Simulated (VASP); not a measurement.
Set up this calculation in VASP 6.6.1, as the native input.

| Property | Result |
| --- | --- |
| Task | relaxation of the atoms |
| Functional | PBE |
| Potentials or basis | VASP PAW PBE potentials, release 64 (K_sv, F) |
| Cutoff | 520 eV |
| k mesh | 9 × 9 × 9 |
| Occupations | fermi-dirac, width 0.03 eV |
| Spin | no spin polarisation |
| Dipole correction | no |
| Further INCAR settings | ALGO = Normal; EDIFF = 1e-06; IBRION = 2; EDIFFG = -0.01; NSW = 50 |

The structure of KF lies in POSCAR:

```
KF
1.0
    0.0000000000      2.6718500000      2.6718500000
    2.6718500000      0.0000000000      2.6718500000
    2.6718500000      2.6718500000      0.0000000000
K F
1 1
Direct
    0.0000000000      0.0000000000      0.0000000000
    0.5000000000      0.5000000000      0.5000000000
```

The input as run:

INCAR

```
SYSTEM = KF
  ALGO = Normal
  EDIFF = 1E-6
  EDIFFG = -0.01
  ENCUT = 520
  GGA = PE
  IBRION = 2
  ISIF = 2
  ISMEAR = -1
  LASPH = .True.
  LCHARG = .False.
  LREAL = .False.
  LWAVE = .False.
  NELM = 100
  NSW = 50
  PREC = Accurate
  SIGMA = 0.03
```

KPOINTS

```
k-points
0
Gamma
  9 9 9
  0 0 0
```

Potentials or basis: VASP PAW PBE potentials, release 64 (K_sv, F).

The run is started by

```console
$ cat potpaw_PBE.64/K_sv/POTCAR potpaw_PBE.64/F/POTCAR > POTCAR
$ mpirun -np 1 vasp_std > vasp.out
```

It gave:

```json
{
  "Pressure after relaxing": "1.4 GPa",
  "Band gap on the k mesh": "6.17 eV"
}
```

Caveat: the relaxation stopped at its first step, so nothing moved; an odd mesh through Γ misses points on the zone boundary, where band edges can lie.

Wall time 13 s on 1 thread of AMD EPYC 7R43 64-Core Processor (Zen 3) (shared host), peak memory 0.13 GiB.
